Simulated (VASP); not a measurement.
A run of VASP 6.6.1:

Contents of INCAR:

```
SYSTEM = NaTiSi2O6
PREC = Accurate ; ENCUT = 520
EDIFF = 1E-6 ; ISMEAR = -1
SIGMA = 0.05 ; LREAL = Auto
LASPH = .True. ; NELM = 100
ALGO = Normal ; ISIF = 2
LWAVE = .False. ; LCHARG = .False.
GGA = PS ; NBANDS = 152
```

File KPOINTS:

```
Automatic mesh
0
Gamma
  1 1 1
  0 0 0
```

Contents of POSCAR:

```
NaTiSi2O6
1.0
    3.3191950000      4.4367500000      5.0754600000
    3.3191950000     -4.4367500000      5.0754600000
    9.7070000000      0.0000000000      0.0000000000
Na Ti Si O
4 4 8 24
Direct
    0.8957082969      0.3158469119      0.3234688378
    0.5531899418      0.1204632837      0.1255190669
    0.3865719320      0.7335826944      0.8987625801
    0.0633024019      0.6260341312      0.6024062662
    0.4491771513      0.6762577846      0.4229485925
    0.8979512369      0.7659176538      0.1318836610
    0.0186458627      0.2024966544      0.8661259774
    0.4308419817      0.2818815941      0.6058752932
    0.1728769400     -0.0118077955      0.1573071084
    0.1850752835      0.0246199953      0.5774266487
    0.2605961726      0.4699385967      0.2868252443
    0.1990359335      0.4157260783      0.9336339759
    0.7059192590      0.4923169600      0.6433625562
    0.6889414498      0.5215892213      0.0800775367
    0.7641386647      0.9402585722      0.8189526335
    0.7392557645      0.9355480956      0.4403728651
    0.0796211920      0.9826470556      0.0393452708
    0.2127609961      0.0976542175      0.6946091867
    0.2696783325      0.4981338461      0.4473144798
    0.1839883271      0.4103026337      0.7722604733
    0.3503996092      0.8866705283      0.2038552575
    0.2962746393      0.8070539260      0.5844171570
    0.0484978381      0.5983597866      0.2768469565
    0.0830743900      0.6187142164      1.0035465918
   -0.0074645657      0.9891883897      0.3250404030
    0.2336925480      0.2027013946      0.3784612556
    0.4513315370      0.4685062708      0.1324486399
    0.2691859330      0.1904571338      0.0514839838
    0.6600456205      0.4352639672      0.5156231475
    0.6700499765      0.5541543321      0.2472058494
    0.8640208308      0.0065012500      0.8969988114
    0.7055932850      0.8912471984      0.2771479398
    0.9065830166      0.3729266239      0.7014070257
    0.8096426958      0.3208164153      0.0454605718
    0.5765362650      0.0880931479      0.7564814439
    0.5796990952      0.1310148105      0.4444114513
    0.4994406683      0.4855340926      0.7988643967
    0.6944201447      0.7083492595      0.9357200791
    0.9613382923     -0.0403183257      0.6122751758
    0.7255346778      0.7281266652      0.6120855608
```

Potentials or basis: VASP PAW PBE potentials, release 64 (Na_pv, Ti_sv, Si, O).

Command:

```console
$ cat potpaw_PBE.64/Na_pv/POTCAR potpaw_PBE.64/Ti_sv/POTCAR potpaw_PBE.64/Si/POTCAR potpaw_PBE.64/O/POTCAR > POTCAR
$ mpirun -np 1 vasp_gam > vasp.out
```

Hardware: 1 thread of AMD EPYC 9R45 96-Core Processor (Zen 5) (shared host).

Q: How long does it take, and how much memory?

A: Run time: 2.6 min on 1 thread of AMD EPYC 9R45 96-Core Processor (Zen 5) (shared host), peak memory 0.47 GiB. Counts: scf iterations 26, k points 1.
